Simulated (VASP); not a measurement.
# GaN (P3m1) in VASP: further runs

GaN is run at these levels: PBE; tasks: single point.

Everything below comes from runs of VASP 6.6.1. Logs are shortened: lines on timing, memory, paths and dates and some standing lists are left out, and cuts for length are marked.

**1. The cell of the first run**

Symmetry: P3m1, No. 156, trigonal system. The conventional cell has a = 3.180 Å, b = 3.180 Å, c = 5.166 Å, α = 90.00°, β = 90.00°, γ = 120.00°. Within 2.3 Å of Ga (site symmetry 3m) lie 4 N at 1.74 to 1.95 Å. Within 2.6 Å of Ga (site symmetry 3m) lie 4 N at 1.94 to 2.02 Å. Within 2.3 Å of N (site symmetry 3m) lie 4 Ga at 1.74 to 2.02 Å. Within 2.6 Å of N (site symmetry 3m) lie 4 Ga at 1.94 to 1.95 Å.

**2. Single point, PBE (atom 3 (N) moved by (+0.000, -0.200) A along x and z)**

Contents of INCAR:

```
SYSTEM = GaN
PREC = Accurate ; ENCUT = 520
EDIFF = 1E-6 ; ISMEAR = 0
SIGMA = 0.05 ; LREAL = .FALSE.
LASPH = .TRUE. ; NELM = 80
ALGO = Normal ; ISIF = 2
LWAVE = .FALSE. ; LCHARG = .FALSE.
GGA = PE ; NBANDS = 26
```

Contents of KPOINTS:

```
Automatic mesh
0
G
  12 12 6
  0 0 0
```

Contents of POSCAR:

```
GaN
1.0
    3.1799996605      0.0000000000      0.0000000000
   -1.5899998303      2.7539604900      0.0000000000
    0.0000000000      0.0000000000      5.1660000000
Ga N
2 2
Direct
    0.3333333333      0.6666666667      0.0000000000
    0.6666666667      0.3333333333      0.5000000000
    0.3333333333      0.6666666667      0.3362853271
    0.6666666667      0.3333333333      0.8750000000
```

Potentials or basis: VASP PAW PBE potentials, release 64 (Ga_d, N).

Launch:

```bash
$ cat potpaw_PBE.64/Ga_d/POTCAR potpaw_PBE.64/N/POTCAR > POTCAR
$ mpirun -np 1 vasp_std > vasp.out
```

OUTCAR:

```text
SYSTEM = GaN
   PREC = Accurate
   ENCUT = 520
   EDIFF = 1E-6
   ISMEAR = 0
   LREAL = .FALSE.
   LASPH = .TRUE.
   NELM = 80
   ISIF = 2
   GGA = PE

 ion  position               nearest neighbor table
   1  0.333  0.667  0.000-   3 1.74   4 1.95   4 1.95   4 1.95
   2  0.667  0.333  0.500-   4 1.94   3 2.02   3 2.02   3 2.02
   3  0.333  0.667  0.336-   1 1.74   2 2.02   2 2.02   2 2.02
   4  0.667  0.333  0.875-   2 1.94   1 1.95   1 1.95   1 1.95

  LATTYP: Found a hexagonal cell.
 ALAT       =     3.1799996605
 C/A-ratio  =     1.6245284753

  Lattice vectors:

 A1 = (   3.1799996605,   0.0000000000,   0.0000000000)
 A2 = (  -1.5899998303,   2.7539604900,   0.0000000000)
 A3 = (   0.0000000000,   0.0000000000,   5.1660000000)

Analysis of symmetry for initial positions (statically):
=====================================================================
 Subroutine PRICEL returns:
 Original cell was already a primitive cell.

 Routine SETGRP: Setting up the symmetry group for a
 hexagonal supercell.

 Subroutine GETGRP returns: Found  6 space group operations
 (whereof  6 operations were pure point group operations)
 out of a pool of 24 trial point group operations.

The static configuration has the point symmetry C_3v.

Analysis of symmetry for dynamics (positions and initial velocities):
=====================================================================
 Subroutine PRICEL returns:
 Original cell was already a primitive cell.

 Routine SETGRP: Setting up the symmetry group for a
 hexagonal supercell.

 Subroutine GETGRP returns: Found  6 space group operations
 (whereof  6 operations were pure point group operations)
 out of a pool of 24 trial point group operations.

The dynamic configuration has the point symmetry C_3v.

 Subroutine INISYM returns: Found  6 space group operations
 (whereof  6 operations are pure point group operations),
 and found     1 'primitive' translations

----------------------------------------------------------------------------------------

                                     Primitive cell

  volume of cell :      45.2417

  direct lattice vectors                    reciprocal lattice vectors
     3.179999661  0.000000000  0.000000000     0.314465442  0.181556708  0.000000000
    -1.589999830  2.753960490  0.000000000     0.000000000  0.363113416  0.000000000
     0.000000000  0.000000000  5.166000000     0.000000000  0.000000000  0.193573364

  length of vectors
     3.179999661  3.179999661  5.166000000     0.363113416  0.363113416  0.193573364

  position of ions in fractional coordinates (direct lattice)
     0.333333333  0.666666667  0.000000000
     0.666666667  0.333333333  0.500000000
     0.333333333  0.666666667  0.336285327
     0.666666667  0.333333333  0.875000000

  ion indices of the primitive-cell ions
   primitive index   ion index
                 1           1
                 2           2
                 3           3
                 4           4

----------------------------------------------------------------------------------------

 KPOINTS: Automatic mesh

Automatic generation of k-mesh.
 Grid dimensions read from file:
 generate k-points for:   12   12    6

 Generating k-lattice:

  Cartesian coordinates                     Fractional coordinates (reciprocal lattice)
     0.026205454  0.015129726  0.000000000     0.083333333  0.000000000  0.000000000
     0.000000000  0.030259451  0.000000000     0.000000000  0.083333333  0.000000000
     0.000000000  0.000000000  0.032262227     0.000000000  0.000000000  0.166666667

  Length of vectors
     0.030259451  0.030259451  0.032262227

  Shift w.r.t. Gamma in fractional coordinates (k-lattice)
     0.000000000  0.000000000  0.000000000

 Subroutine IBZKPT returns following result:
 ===========================================

 Found    100 irreducible k-points:

 Following reciprocal coordinates:
            Coordinates               Weight
  0.000000  0.000000  0.000000      1.000000
  0.083333  0.000000  0.000000      6.000000
  0.166667  0.000000  0.000000      6.000000
  0.250000  0.000000  0.000000      6.000000
  0.333333  0.000000  0.000000      6.000000
  0.416667  0.000000  0.000000      6.000000
[... 16 lines left out ...]
  0.166667  0.000000  0.166667      6.000000
  0.000000  0.166667  0.166667      6.000000
 [... further k-points ...]
   k-points           NKPTS =    100   k-points in BZ     NKDIM =    100   number of bands    NBANDS=     26
   number of dos      NEDOS =    301   number of ions     NIONS =      4
   total plane-waves  NPLWV =  23040
   dimension x,y,z NGX =    24 NGY =   24 NGZ =   40
   dimension x,y,z NGXF=    48 NGYF=   48 NGZF=   80
   ions per type =               2   2
   NGX,Y,Z   is equivalent  to a cutoff of  12.55, 12.55, 12.87 a.u.
   NGXF,Y,Z  is equivalent  to a cutoff of  25.09, 25.09, 25.74 a.u.
 SYSTEM =  GaN
   PREC   = accura    normal or accurate (medium, high low for compatibility)
   ISTART =      0    job   : 0-new  1-cont  2-samecut
   ICHARG =      2    charge: 1-file 2-atom 10-const
   ISPIN  =      1    spin polarized calculation?
   LNONCOLLINEAR =      F non collinear calculations
   LSORBIT =      F    spin-orbit coupling
   LASPH  =      T    aspherical Exc in radial PAW
   ENCUT  =  520.0 eV  38.22 Ry    6.18 a.u.   5.91  5.91  9.61*2*pi/ulx,y,z
   NELM   =     80;   NELMIN=  2; NELMDL= -5     # of ELM steps
   EDIFF  = 0.1E-05   stopping-criterion for ELM
   LREAL  =      F    real-space projection
[... 7 lines left out ...]
   TEBEG  =    0.0;   TEEND  =   0.0 temperature during run
   PSTRESS=    0.0 pullay stress
   NELECT =      36.0000    total number of electrons
   NUPDOWN=      -1.0000    fix difference up-down
   EMIN   =  10.00;   EMAX   =-10.00  energy-range for DOS
   EFERMI =   0.00;   METHOD = LEGACY
   ISMEAR =     0;   SIGMA  =   0.05  broadening in eV -4-tet -1-fermi 0-gaus
   EFERMI_NEDOS =   21; number of points for ismear=-14 and -15
   IALGO  =     38    algorithm
   IMIX   =      4    mixing-type and parameters
     AMIX     =   0.40;   BMIX     =  1.00
     AMIX_MAG =   1.60;   BMIX_MAG =  1.00
  volume/ion in A,a.u.               =      11.31        76.33
  Fermi-wavevector in a.u.,A,eV,Ry     =   1.517036  2.866783 31.312431  2.301399
  Thomas-Fermi vector in A             =   2.626346
   LORBIT       =      0    0 simple, 1 ext, 2 COOP (PROOUT), +10 PAW based schemes
   GGA     = PE    functional components
   LHFCALC =     F    Hartree Fock is set to
   AEXX    =    0.0000 exact exchange contribution
   IVDW    =     0    specifies the selected vdW correction
   LEPSILON=     F    determine dielectric tensor
   LRPA    =     F    only Hartree local field effects (RPA)
 non-spin polarized calculation
 Gauss-broadening in eV      SIGMA  =   0.05
  energy-cutoff  :      520.00
  volume of cell :       45.24
 maximum number of plane-waves:      1236
   NGX = 11   NGY = 11   NGZ = 19

 number of electron      36.0000002 magnetization

 Free energy of the ion-electron system (eV)
  ---------------------------------------------------
  ext. energy  EPLUGINS =         0.00000000
  ---------------------------------------------------
  free energy    TOTEN  =       -23.77112102 eV

  energy without entropy =      -23.77112102  energy(sigma->0) =      -23.77112102

 E-fermi :   5.8208     XC(G=0): -11.7252

 val. band max:        5.5573627161   @ k =   0.0000   0.0000   0.0000
 cond. band min:       7.3168489626   @ k =   0.0000   0.0000   0.0000
 fundamental gap:      1.7594862466
 Fermi energy:         5.8208381113

 k-point     1 :       0.0000    0.0000    0.0000
  band No.  band energies     occupation
      1     -10.7308      2.00000
      2      -9.7151      2.00000
      3      -8.1105      2.00000
      4      -8.1021      2.00000
      5      -8.1021      2.00000
      6      -7.9264      2.00000
[... 18 lines left out ...]
     25      17.3377      0.00000
     26      17.3377      0.00000

 k-point     2 :       0.0833    0.0000    0.0000
  band No.  band energies     occupation
      1     -10.6645      2.00000
      2      -9.7009      2.00000
      3      -8.1139      2.00000
      4      -8.0924      2.00000
      5      -8.0754      2.00000
      6      -7.9259      2.00000
[... 18 lines left out ...]
     25      17.4306      0.00000
     26      17.4556      0.00000

 k-point     3 :       0.1667    0.0000    0.0000
  band No.  band energies     occupation
      1     -10.4834      2.00000
      2      -9.6653      2.00000
      3      -8.1072      2.00000
      4      -8.0677      2.00000
      5      -8.0214      2.00000
      6      -7.9219      2.00000
[... 18 lines left out ...]
     25      17.5161      0.00000
     26      17.7679      0.00000

 k-point     4 :       0.2500    0.0000    0.0000
  band No.  band energies     occupation
      1     -10.2412      2.00000
      2      -9.6231      2.00000
      3      -8.0930      2.00000
      4      -8.0416      2.00000
      5      -7.9888      2.00000
      6      -7.9131      2.00000
[... 18 lines left out ...]
     25      17.2151      0.00000
     26      18.2971      0.00000
[... 496 lines left out ...]
      1     -10.5838      2.00000
      2      -9.7316      2.00000
      3      -8.1100      2.00000
      4      -8.0921      2.00000
      5      -8.0643      2.00000
      6      -7.9304      2.00000
[... 18 lines left out ...]
     25      17.1065      0.00000
     26      17.2870      0.00000

 k-point    23 :       0.1667    0.0000    0.1667
  band No.  band energies     occupation
      1     -10.4110      2.00000
      2      -9.6888      2.00000
      3      -8.0995      2.00000
      4      -8.0679      2.00000
      5      -8.0268      2.00000
      6      -7.9200      2.00000
[... 18 lines left out ...]
     25      17.2408      0.00000
     26      17.4574      0.00000

 k-point    24 :       0.0000    0.1667    0.1667
  band No.  band energies     occupation
      1     -10.4113      2.00000
      2      -9.6883      2.00000
      3      -8.1083      2.00000
      4      -8.0657      2.00000
      5      -8.0035      2.00000
      6      -7.9263      2.00000
[... 18 lines left out ...]
     25      17.0818      0.00000
     26      17.6945      0.00000

 [... further k-points ...]

------------------------ aborting loop because EDIFF is reached ----------------------------------------

  FORCE on cell =-STRESS in cart. coord.  units (eV):
  Direction    XX          YY          ZZ          XY          YZ          ZX
  --------------------------------------------------------------------------------------
  -------------------------------------------------------------------------------------
  Total        1.0602345      1.0602345      7.1572971     -0.0000000      0.0000000      0.0000000
  in kB       37.5468353     37.5468353    253.4664309     -0.0000000      0.0000000      0.0000000
  external PRESSURE =     109.5200338 kB  Pullay stress =       0.0000000 kB

 VOLUME and BASIS-vectors are now :
 -----------------------------------------------------------------------------
  energy-cutoff  :      520.00
  volume of cell :       45.24
      direct lattice vectors                 reciprocal lattice vectors
     3.179999661  0.000000000  0.000000000     0.314465442  0.181556708  0.000000000
    -1.589999830  2.753960490  0.000000000     0.000000000  0.363113416  0.000000000
     0.000000000  0.000000000  5.166000000     0.000000000  0.000000000  0.193573364

 POSITION                                       TOTAL-FORCE (eV/Angst)
 -----------------------------------------------------------------------------------
     -0.00000      1.83597      0.00000         0.000000     -0.000000     -3.345089
      1.59000      0.91799      2.58300         0.000000      0.000000     -1.199760
     -0.00000      1.83597      1.73725         0.000000     -0.000000      5.656624
      1.59000      0.91799      4.52025        -0.000000     -0.000000     -1.111775
 -----------------------------------------------------------------------------------
    total drift:                               -0.000001     -0.000001     -0.000077

  FREE ENERGIE OF THE ION-ELECTRON SYSTEM (eV)
  ---------------------------------------------------
  free  energy   TOTEN  =       -23.7711210168 eV

  energy  without entropy=      -23.7711210168  energy(sigma->0) =      -23.77112102
```

Run time: 33 s. Hardware: 1 thread of Intel Xeon 6975P-C (Granite Rapids), shared host; peak memory 0.22 GiB.

Results:

- Free energy: -23.7711 eV
- Pressure: 11.0 GPa
- Largest force: 5.657 eV/Å
- Band gap on the k mesh: 1.76 eV, direct

Forces in eV/Å, atoms in the order of the input:
```
Ga   0.000  0.000 -3.345
Ga   0.000  0.000 -1.200
N    0.000  0.000  5.657
N    0.000  0.000 -1.112
```

Stress tensor (GPa, compression positive):
```
 3.75  0.00  0.00
 0.00  3.75  0.00
 0.00  0.00 25.35
```

Caveat: the cell differs from its parent crystal (atom 3 (N) moved by (+0.000, -0.200) A along x and z); forces of over 1 eV/Å act on the atoms, so gaps and moduli don't describe the material at rest.

**3. Single point, PBE (atom 3 (N) moved by (+0.000, +0.200) A along x and z)**

Contents of INCAR:

```
SYSTEM = GaN
PREC = Accurate ; ENCUT = 520
EDIFF = 1E-7 ; ISMEAR = 0
SIGMA = 0.05 ; LREAL = .False.
LASPH = .True. ; NELM = 60
ALGO = Normal ; ISIF = 2
LWAVE = .False. ; LCHARG = .False.
GGA = PE ; NBANDS = 26
```

Contents of KPOINTS:

```
regular mesh
0
Gamma
  12 12 6
  0 0 0
```

POSCAR: that of step 2 with these lines changed.

```diff
@@ -10,3 +10,3 @@
     0.6666666667      0.3333333333      0.5000000000
-    0.3333333333      0.6666666667      0.3362853271
+    0.3333333333      0.6666666667      0.4137146729
     0.6666666667      0.3333333333      0.8750000000
```

Potentials or basis: VASP PAW PBE potentials, release 64 (Ga_d, N).

Launch:

```bash
$ cat potpaw_PBE.64/Ga_d/POTCAR potpaw_PBE.64/N/POTCAR > POTCAR
$ mpirun -np 1 vasp_std > vasp.out
```

Wall time 36 s (1 thread of Intel Xeon 6975P-C (Granite Rapids), shared host); peak memory 0.22 GiB.

Results (log left out):

- Free energy: -24.0126 eV
- Pressure: 9.2 GPa
- Largest force: 2.521 eV/Å
- Band gap on the k mesh: 1.85 eV, direct

Forces on the atoms (eV/Å):
```
Ga   0.000  0.000  0.568
Ga   0.000  0.000  0.591
N    0.000  0.000 -2.521
N    0.000  0.000  1.363
```

Stress tensor (GPa, compression positive):
```
11.22  0.00  0.00
 0.00 11.22  0.00
 0.00  0.00  5.14
```

Levels at points of the mesh, in eV from the valence-band top:
```
           k point  band 14  band 15  band 16  band 17  band 18  band 19  band 20  band 21  band 22  band 23
(0.00, 0.00, 0.00)    -1.16    -1.16    -0.15    -0.15     0.00     1.85     4.14     8.78     9.83     9.83
(0.50, 0.00, 0.00)    -5.56    -4.06    -2.97    -2.01    -1.27     4.91     5.40     5.79     9.04    10.01
(0.00, 0.00, 0.50)    -3.61    -0.81    -0.81    -0.51    -0.51     4.18     4.27     7.18     9.59    10.16
(0.50, 0.00, 0.50)    -6.60    -2.44    -1.93    -1.92    -1.60     4.20     4.43     6.92     7.99     9.66
```

Caveat: the cell differs from its parent crystal (atom 3 (N) moved by (+0.000, +0.200) A along x and z); forces of over 1 eV/Å act on the atoms, so gaps and moduli don't describe the material at rest.
